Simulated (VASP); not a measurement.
Set up this calculation in VASP 6.6.1, as the native input.

| Item | Value |
| --- | --- |
| Task | single point |
| Functional | LDA |
| Potentials or basis | VASP PAW LDA potentials, release 64 (C) |
| Cutoff | 520 eV |
| k mesh | 10 × 7 × 1 |
| Occupations | fermi-dirac, width 0.02 eV |
| Spin | no spin polarisation |
| Dipole correction | yes |
| Further INCAR settings | ALGO = Normal; EDIFF = 1e-06; NBANDS = 21; NELMDL = -8 |

The structure of C lies in POSCAR:

```
C
1.0
    2.4973237396      0.0000000000      0.0000000000
    0.0000000000      3.5317491022      0.0000000000
    0.0000000000      0.0000000000     18.4973000000
C
6
Direct
    0.7500000000      0.0979653236      0.4395642448
    0.2500000000      0.9020346764      0.4395642448
    0.2500000000      0.6098837583      0.5000000004
    0.7500000000      0.3901162417      0.5000000004
    0.7500000000      0.0979653236      0.5604357548
    0.2500000000      0.9020346764      0.5604357548
```

The input as run:

INCAR

```
ALGO     = Normal         # electronic algorithm
DIPOL    = 0.5 0.5 0.500
EDIFF    = 1E-6           # SCF threshold, eV
ENCUT    = 520            # plane-wave cutoff, eV
GGA      = CA             # functional
GGA_COMPAT= F            
IDIPOL   = 3            
ISIF     = 2              # what is computed and relaxed
ISMEAR   = -1             # smearing method
LASPH    = T              # aspherical terms in the spheres
LCHARG   = F              # write CHGCAR
LDIPOL   = T            
LREAL    = F              # projectors in reciprocal space
LWAVE    = F              # write WAVECAR
NBANDS   = 21             # bands
NELM     = 120            # most SCF steps
NELMDL   = -8           
PREC     = Accurate       # precision mode
SIGMA    = 0.02           # smearing width, eV
```

KPOINTS

```
k-points
0
Gamma
  10 7 1
```

Potentials or basis: VASP PAW LDA potentials, release 64 (C).

The run is started by

```bash
$ cat potpaw_LDA.64/C/POTCAR > POTCAR
$ mpirun -np 1 vasp_std > vasp.out
```

Results of the run:

The largest force is 0.058 eV/Å and the band gap on the k mesh is zero (band 12 reaches -2.18 eV, above the bottom of band 13 at -2.98 eV).

Run time: 2.5 min on 1 thread of Intel(R) Xeon(R) Platinum 8259CL CPU @ 2.50GHz (Skylake/Cascade Lake) (shared host), peak memory 0.23 GiB.
